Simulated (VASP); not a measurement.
# C (Fd-3m) in VASP: a series of runs

The runs below take C through single point, with PBE.

Everything below comes from runs of VASP 6.6.1. Logs are shortened: lines on timing, memory, paths and dates and some standing lists are left out, and cuts for length are marked.

## Step 1: The cell of the first run

Symmetry: Fd-3m, No. 227, cubic system. Conventional cell: a = 3.567 Å, b = 3.567 Å, c = 3.567 Å, α = 90.00°, β = 90.00°, γ = 90.00°. C (site symmetry -43m) has 4 C at 1.54 Å within 2.1 Å.

## Step 2: Single point, PBE

The input, INCAR:

```
SYSTEM = C
PREC = Accurate
ENCUT = 600
EDIFF = 1E-6
ISMEAR = 1
SIGMA = 0.05
LREAL = .False.
LASPH = .True.
NELM = 120
ALGO = Normal
ISIF = 2
LWAVE = .False.
LCHARG = .True.
GGA = PE
LELF = .True.
LVHAR = .True.
NBANDS = 11
GGA_COMPAT = .False.
```

The input, KPOINTS:

```
regular mesh
0
Gamma
  14 14 14
  0 0 0
```

The input, POSCAR:

```
C
1.0
    0.0000000000      1.7834000000      1.7834000000
    1.7834000000      0.0000000000      1.7834000000
    1.7834000000      1.7834000000      0.0000000000
C
2
Direct
    0.5000000000      0.5000000000      0.5000000000
    0.7500000000      0.7500000000      0.7500000000
```

Potentials or basis: VASP PAW PBE potentials, release 64 (C).

Launch:

```
> cat potpaw_PBE.64/C/POTCAR > POTCAR
> mpirun -np 1 vasp_std > vasp.out
```

OUTCAR:

```text
SYSTEM = C
   PREC = Accurate
   ENCUT = 600
   EDIFF = 1E-6
   ISMEAR = 1
   LREAL = .False.
   LASPH = .True.
   NELM = 120
   ISIF = 2
   GGA = PE

 ion  position               nearest neighbor table
   1  0.500  0.500  0.500-   2 1.54   2 1.54   2 1.54   2 1.54
   2  0.750  0.750  0.750-   1 1.54   1 1.54   1 1.54   1 1.54

  LATTYP: Found a face centered cubic cell.
 ALAT       =     3.5668000000

  Lattice vectors:

 A1 = (   0.0000000000,   1.7834000000,   1.7834000000)
 A2 = (   1.7834000000,   0.0000000000,   1.7834000000)
 A3 = (   1.7834000000,   1.7834000000,   0.0000000000)

Analysis of symmetry for initial positions (statically):
=====================================================================
 Subroutine PRICEL returns:
 Original cell was already a primitive cell.

 Routine SETGRP: Setting up the symmetry group for a
 face centered cubic supercell.

 Subroutine GETGRP returns: Found 48 space group operations
 (whereof 24 operations were pure point group operations)
 out of a pool of 48 trial point group operations.

The static configuration has the point symmetry T_d .
 The point group associated with its full space group is O_h .

Analysis of symmetry for dynamics (positions and initial velocities):
=====================================================================
 Subroutine PRICEL returns:
 Original cell was already a primitive cell.

 Routine SETGRP: Setting up the symmetry group for a
 face centered cubic supercell.

 Subroutine GETGRP returns: Found 48 space group operations
 (whereof 24 operations were pure point group operations)
 out of a pool of 48 trial point group operations.

The dynamic configuration has the point symmetry T_d .
 The point group associated with its full space group is O_h .

 Subroutine INISYM returns: Found 48 space group operations
 (whereof 24 operations are pure point group operations),
 and found     1 'primitive' translations

----------------------------------------------------------------------------------------

                                     Primitive cell

  volume of cell :      11.3443

  direct lattice vectors                    reciprocal lattice vectors
     0.000000000  1.783400000  1.783400000    -0.280363351  0.280363351  0.280363351
     1.783400000  0.000000000  1.783400000     0.280363351 -0.280363351  0.280363351
     1.783400000  1.783400000  0.000000000     0.280363351  0.280363351 -0.280363351

  length of vectors
     2.522108467  2.522108467  2.522108467     0.485603568  0.485603568  0.485603568

  position of ions in fractional coordinates (direct lattice)
     0.500000000  0.500000000  0.500000000
     0.750000000  0.750000000  0.750000000

  ion indices of the primitive-cell ions
   primitive index   ion index
                 1           1
                 2           2

----------------------------------------------------------------------------------------

 KPOINTS: regular mesh

Automatic generation of k-mesh.
 Grid dimensions read from file:
 generate k-points for:   14   14   14

 Generating k-lattice:

  Cartesian coordinates                     Fractional coordinates (reciprocal lattice)
    -0.020025954  0.020025954  0.020025954     0.071428571  0.000000000  0.000000000
     0.020025954 -0.020025954  0.020025954     0.000000000  0.071428571  0.000000000
     0.020025954  0.020025954 -0.020025954     0.000000000  0.000000000  0.071428571

  Length of vectors
     0.034685969  0.034685969  0.034685969

  Shift w.r.t. Gamma in fractional coordinates (k-lattice)
     0.000000000  0.000000000  0.000000000

 Subroutine IBZKPT returns following result:
 ===========================================

 Found    104 irreducible k-points:

 Following reciprocal coordinates:
            Coordinates               Weight
  0.000000  0.000000  0.000000      1.000000
  0.071429  0.000000  0.000000      8.000000
  0.142857  0.000000  0.000000      8.000000
  0.214286  0.000000  0.000000      8.000000
  0.285714  0.000000  0.000000      8.000000
  0.357143  0.000000  0.000000      8.000000
[... 16 lines left out ...]
  0.214286  0.142857  0.000000     24.000000
  0.285714  0.142857  0.000000     24.000000
 [... further k-points ...]
   k-points           NKPTS =    104   k-points in BZ     NKDIM =    104   number of bands    NBANDS=     11
   number of dos      NEDOS =    301   number of ions     NIONS =      2
   total plane-waves  NPLWV =   8000
   dimension x,y,z NGX =    20 NGY =   20 NGZ =   20
   dimension x,y,z NGXF=    40 NGYF=   40 NGZF=   40
   ions per type =               2
   NGX,Y,Z   is equivalent  to a cutoff of  13.18, 13.18, 13.18 a.u.
   NGXF,Y,Z  is equivalent  to a cutoff of  26.37, 26.37, 26.37 a.u.
 SYSTEM =  C
   PREC   = accura    normal or accurate (medium, high low for compatibility)
   ISTART =      0    job   : 0-new  1-cont  2-samecut
   ICHARG =      2    charge: 1-file 2-atom 10-const
   ISPIN  =      1    spin polarized calculation?
   LNONCOLLINEAR =      F non collinear calculations
   LSORBIT =      F    spin-orbit coupling
   LASPH  =      T    aspherical Exc in radial PAW
   ENCUT  =  600.0 eV  44.10 Ry    6.64 a.u.   5.04  5.04  5.04*2*pi/ulx,y,z
   NELM   =    120;   NELMIN=  2; NELMDL= -5     # of ELM steps
   EDIFF  = 0.1E-05   stopping-criterion for ELM
   LREAL  =      F    real-space projection
   EDIFFG = 0.1E-04   stopping-criterion for IOM
   NSW    =      0    number of steps for IOM
   IBRION =     -1    ionic relax: 0-MD 1-quasi-New 2-CG
   NFREE  =      0    steps in history (QN), initial steepest desc. (CG)
   ISIF   =      2    stress and relaxation
   ISYM   =      2    0-nonsym 1-usesym 2-fastsym
   POTIM  = 0.5000    time-step for ionic-motion
   TEBEG  =    0.0;   TEEND  =   0.0 temperature during run
   PSTRESS=    0.0 pullay stress
   NELECT =       8.0000    total number of electrons
   NUPDOWN=      -1.0000    fix difference up-down
   EMIN   =  10.00;   EMAX   =-10.00  energy-range for DOS
   EFERMI =   0.00;   METHOD = LEGACY
   ISMEAR =     1;   SIGMA  =   0.05  broadening in eV -4-tet -1-fermi 0-gaus
   EFERMI_NEDOS =   21; number of points for ismear=-14 and -15
   IALGO  =     38    algorithm
   IMIX   =      4    mixing-type and parameters
     AMIX     =   0.40;   BMIX     =  1.00
     AMIX_MAG =   1.60;   BMIX_MAG =  1.00
  volume/ion in A,a.u.               =       5.67        38.28
  Fermi-wavevector in a.u.,A,eV,Ry     =   1.457178  2.753668 28.890189  2.123369
  Thomas-Fermi vector in A             =   2.574010
   LORBIT       =      0    0 simple, 1 ext, 2 COOP (PROOUT), +10 PAW based schemes
   GGA     = PE    functional components
   LHFCALC =     F    Hartree Fock is set to
   AEXX    =    0.0000 exact exchange contribution
   IVDW    =     0    specifies the selected vdW correction
   LEPSILON=     F    determine dielectric tensor
   LRPA    =     F    only Hartree local field effects (RPA)
 non-spin polarized calculation
 Methfessel and Paxton  Order N= 1 SIGMA  =   0.05
  energy-cutoff  :      600.00
  volume of cell :       11.34
 maximum number of plane-waves:       388
   NGX =  9   NGY =  9   NGZ =  9

 number of electron       7.9999999 magnetization

 Free energy of the ion-electron system (eV)
  ---------------------------------------------------
  ext. energy  EPLUGINS =         0.00000000
  ---------------------------------------------------
  free energy    TOTEN  =       -18.19007500 eV

  energy without entropy =      -18.19007817  energy(sigma->0) =      -18.19007606

 E-fermi :   9.7699     XC(G=0): -13.2505

 val. band max:        9.7277726185   @ k =   0.0000   0.0000   0.0000
 cond. band min:      13.8574117948   @ k =   0.3571   0.3571   0.0000
 fundamental gap:      4.1296391763
 Fermi energy:         9.7698661849

 k-point     1 :       0.0000    0.0000    0.0000
  band No.  band energies     occupation
      1     -11.7480      2.00000
      2       9.7278      2.00000
      3       9.7278      2.00000
      4       9.7278      2.00000
      5      15.3179      0.00000
      6      15.3179      0.00000
      7      15.3179      0.00000
      8      23.0579      0.00000
      9      29.0221      0.00000
     10      36.2634      0.00000
     11      36.2634      0.00000

 k-point     2 :       0.0714    0.0000    0.0000
  band No.  band energies     occupation
      1     -11.6068      2.00000
      2       8.7942      2.00000
      3       9.4847      2.00000
      4       9.4847      2.00000
      5      15.6359      0.00000
      6      15.6359      0.00000
      7      15.8740      0.00000
      8      23.1790      0.00000
      9      29.2621      0.00000
     10      34.4465      0.00000
     11      34.4465      0.00000

 k-point     3 :       0.1429    0.0000    0.0000
  band No.  band energies     occupation
      1     -11.1841      2.00000
      2       6.7508      2.00000
      3       8.9190      2.00000
      4       8.9190      2.00000
      5      16.3815      0.00000
      6      16.3815      0.00000
      7      16.8354      0.00000
      8      23.5339      0.00000
      9      29.8216      0.00000
     10      32.8883      0.00000
     11      32.8883      0.00000
[... 267 lines left out ...]
 k-point    23 :       0.2143    0.1429    0.0000
  band No.  band energies     occupation
      1     -10.4830      2.00000
      2       5.9180      2.00000
      3       6.9527      2.00000
      4       7.6966      2.00000
      5      14.9706      0.00000
      6      19.0098      0.00000
      7      19.0434      0.00000
      8      22.3624      0.00000
      9      29.6347      0.00000
     10      30.7845      0.00000
     11      36.4903      0.00000

 k-point    24 :       0.2857    0.1429    0.0000
  band No.  band energies     occupation
      1      -9.6969      2.00000
      2       3.7087      2.00000
      3       6.4103      2.00000
      4       7.1322      2.00000
      5      15.6436      0.00000
      6      19.6986      0.00000
      7      19.7985      0.00000
      8      22.1168      0.00000
      9      30.1038      0.00000
     10      31.1593      0.00000
     11      36.0005      0.00000

 [... further k-points ...]

------------------------ aborting loop because EDIFF is reached ----------------------------------------

  FORCE on cell =-STRESS in cart. coord.  units (eV):
  Direction    XX          YY          ZZ          XY          YZ          ZX
  --------------------------------------------------------------------------------------
  -------------------------------------------------------------------------------------
  Total        0.1242689      0.1242689      0.1242689      0.0000000      0.0000000      0.0000000
  in kB       17.5507877     17.5507877     17.5507877      0.0000000      0.0000000      0.0000000
  external PRESSURE =      17.5507877 kB  Pullay stress =       0.0000000 kB

 VOLUME and BASIS-vectors are now :
 -----------------------------------------------------------------------------
  energy-cutoff  :      600.00
  volume of cell :       11.34
      direct lattice vectors                 reciprocal lattice vectors
     0.000000000  1.783400000  1.783400000    -0.280363351  0.280363351  0.280363351
     1.783400000  0.000000000  1.783400000     0.280363351 -0.280363351  0.280363351
     1.783400000  1.783400000  0.000000000     0.280363351  0.280363351 -0.280363351

 POSITION                                       TOTAL-FORCE (eV/Angst)
 -----------------------------------------------------------------------------------
      1.78340      1.78340      1.78340         0.000000      0.000000      0.000000
      2.67510      2.67510      2.67510        -0.000000     -0.000000      0.000000
 -----------------------------------------------------------------------------------
    total drift:                                0.000000     -0.000000      0.000000

  FREE ENERGIE OF THE ION-ELECTRON SYSTEM (eV)
  ---------------------------------------------------
  free  energy   TOTEN  =       -18.1900749986 eV

  energy  without entropy=      -18.1900781680  energy(sigma->0) =      -18.19007606
```

Run time: 7.6 s. Hardware: 1 thread of AMD EPYC 9R45 (Zen 5), shared host; peak memory 0.09 GiB.

What came out:

- Free energy: -18.1901 eV
- Pressure: 1.8 GPa
- Band gap on the k mesh: 4.13 eV, indirect (least direct gap 5.59 eV)

Levels at points of the mesh, in eV from the valence-band top:
```
           k point  band 2  band 3  band 4  band 5  band 6  band 7
(0.00, 0.00, 0.00)    0.00    0.00    0.00    5.59    5.59    5.59
(0.50, 0.00, 0.00)  -13.37   -2.80   -2.80    8.46    8.46    8.85
(0.50, 0.50, 0.00)  -12.76   -6.30   -6.30    4.76    4.76   16.80
```

## Step 3: Single point, PBE

The input, INCAR:

```
SYSTEM = C
  PREC = Accurate
  ENCUT = 600
  EDIFF = 1E-6
  ISMEAR = -1
  SIGMA = 0.1
  LREAL = .False.
  LASPH = .True.
  NELM = 120
  ALGO = Normal
  ISIF = 2
  LWAVE = .False.
  LCHARG = .False.
  GGA = PE
  NBANDS = 11
  GGA_COMPAT = .False.
```

The input, KPOINTS:

```
Automatic mesh
0
Gamma
  14 14 14
  0 0 0
```

POSCAR is that of step 2.

Potentials or basis: VASP PAW PBE potentials, release 64 (C).

Launch:

```
> cat potpaw_PBE.64/C/POTCAR > POTCAR
> mpirun -np 1 vasp_std > vasp.out
```

OUTCAR:

```text
SYSTEM = C
   PREC = Accurate
   ENCUT = 600
   EDIFF = 1E-6
   ISMEAR = -1
   LREAL = .False.
   LASPH = .True.
   NELM = 120
   ISIF = 2
   GGA = PE

 ion  position               nearest neighbor table
   1  0.500  0.500  0.500-   2 1.54   2 1.54   2 1.54   2 1.54
   2  0.750  0.750  0.750-   1 1.54   1 1.54   1 1.54   1 1.54

  LATTYP: Found a face centered cubic cell.
 ALAT       =     3.5668000000

  Lattice vectors:

 A1 = (   0.0000000000,   1.7834000000,   1.7834000000)
 A2 = (   1.7834000000,   0.0000000000,   1.7834000000)
 A3 = (   1.7834000000,   1.7834000000,   0.0000000000)

Analysis of symmetry for initial positions (statically):
=====================================================================
 Subroutine PRICEL returns:
 Original cell was already a primitive cell.

 Routine SETGRP: Setting up the symmetry group for a
 face centered cubic supercell.

 Subroutine GETGRP returns: Found 48 space group operations
 (whereof 24 operations were pure point group operations)
 out of a pool of 48 trial point group operations.

The static configuration has the point symmetry T_d .
 The point group associated with its full space group is O_h .
[... 172 lines left out ...]
      3       9.7278      2.00000
      4       9.7278      2.00000
      5      15.3179      0.00000
      6      15.3179      0.00000
      7      15.3179      0.00000
      8      23.0579      0.00000
      9      29.0221      0.00000
     10      36.2634      0.00000
     11      36.2634      0.00000
[... 309 lines left out ...]
 k-point    24 :       0.2857    0.1429    0.0000
  band No.  band energies     occupation
      1      -9.6969      2.00000
      2       3.7087      2.00000
      3       6.4103      2.00000
      4       7.1322      2.00000
      5      15.6436      0.00000
      6      19.6986      0.00000
      7      19.7985      0.00000
      8      22.1168      0.00000
      9      30.1038      0.00000
     10      31.1593      0.00000
     11      36.0005      0.00000

 [... further k-points ...]

------------------------ aborting loop because EDIFF is reached ----------------------------------------

  FORCE on cell =-STRESS in cart. coord.  units (eV):
  Direction    XX          YY          ZZ          XY          YZ          ZX
  --------------------------------------------------------------------------------------
  -------------------------------------------------------------------------------------
  Total        0.1242689      0.1242689      0.1242689      0.0000000     -0.0000000     -0.0000000
  in kB       17.5507876     17.5507876     17.5507876      0.0000000     -0.0000000     -0.0000000
  external PRESSURE =      17.5507876 kB  Pullay stress =       0.0000000 kB

 VOLUME and BASIS-vectors are now :
 -----------------------------------------------------------------------------
  energy-cutoff  :      600.00
  volume of cell :       11.34
      direct lattice vectors                 reciprocal lattice vectors
     0.000000000  1.783400000  1.783400000    -0.280363351  0.280363351  0.280363351
     1.783400000  0.000000000  1.783400000     0.280363351 -0.280363351  0.280363351
     1.783400000  1.783400000  0.000000000     0.280363351  0.280363351 -0.280363351

 POSITION                                       TOTAL-FORCE (eV/Angst)
 -----------------------------------------------------------------------------------
      1.78340      1.78340      1.78340         0.000000      0.000000      0.000000
      2.67510      2.67510      2.67510        -0.000000     -0.000000     -0.000000
 -----------------------------------------------------------------------------------
    total drift:                                0.000000     -0.000000      0.000000

  FREE ENERGIE OF THE ION-ELECTRON SYSTEM (eV)
  ---------------------------------------------------
  free  energy   TOTEN  =       -18.1900781696 eV

  energy  without entropy=      -18.1900781695  energy(sigma->0) =      -18.19007817
```

Run time: 7.2 s. Hardware: 1 thread of AMD EPYC 9R45 (Zen 5), shared host; peak memory 0.09 GiB.

Results:

* Free energy: -18.1901 eV
* Pressure: 1.8 GPa
* Band gap on the k mesh: 4.13 eV, indirect (least direct gap 5.59 eV)

Levels at points of the mesh, in eV from the valence-band top:
```tsv
k point	band 2	band 3	band 4	band 5	band 6	band 7
(0.00, 0.00, 0.00)	0.00	0.00	0.00	5.59	5.59	5.59
(0.50, 0.00, 0.00)	-13.37	-2.80	-2.80	8.46	8.46	8.85
(0.50, 0.50, 0.00)	-12.76	-6.30	-6.30	4.76	4.76	16.80
```
